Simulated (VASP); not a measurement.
# CdS: vibrations by perturbation theory with PBE

CdS:

```
CELL_PARAMETERS angstrom
0.00000 2.96340 2.96340
2.96340 0.00000 2.96340
2.96340 2.96340 0.00000
ATOMIC_POSITIONS crystal
Cd 0.00000 0.00000 0.00000
S 0.25000 0.25000 0.25000
```

```json
{
 "Program": "VASP 6.6.1",
 "Task": "vibrations by perturbation theory",
 "Functional": "PBE",
 "Potentials or basis": "VASP PAW PBE potentials, release 64 (Cd, S)",
 "Cutoff": "500 eV",
 "k mesh": "8 × 8 × 8",
 "Occupations": "gaussian, width 0.01 eV",
 "Spin": "no spin polarisation",
 "Dipole correction": "no",
 "Further INCAR settings": "ALGO = Normal; EDIFF = 1e-08; IBRION = 8; NSW = 1"
}
```

The electronic dielectric tensor (diagonal) is 6.70, the born charges (mean of the diagonal) is Cd +2.26; S -2.26 e and the highest phonon frequency at Γ, LO-TO splitting left out is 219 cm⁻¹.

Phonon frequencies in cm⁻¹ (negative: imaginary):
```
              q point        frequencies
(0.000, 0.000, 0.000)  0 0 0 219 219 219
```

Electronic dielectric tensor:
```
6.70 0.00 0.00
0.00 6.70 0.00
0.00 0.00 6.70
```

Born effective charge tensors (e):
atom 1, Cd
```
2.26 0.00 0.00
0.00 2.26 0.00
0.00 0.00 2.26
```
atom 2, S
```
-2.26  0.00  0.00
 0.00 -2.26  0.00
 0.00  0.00 -2.26
```

Run time: 4.6 min on 1 thread of Intel(R) Xeon(R) Platinum 8488C (Sapphire Rapids) (shared host), peak memory 0.32 GiB.
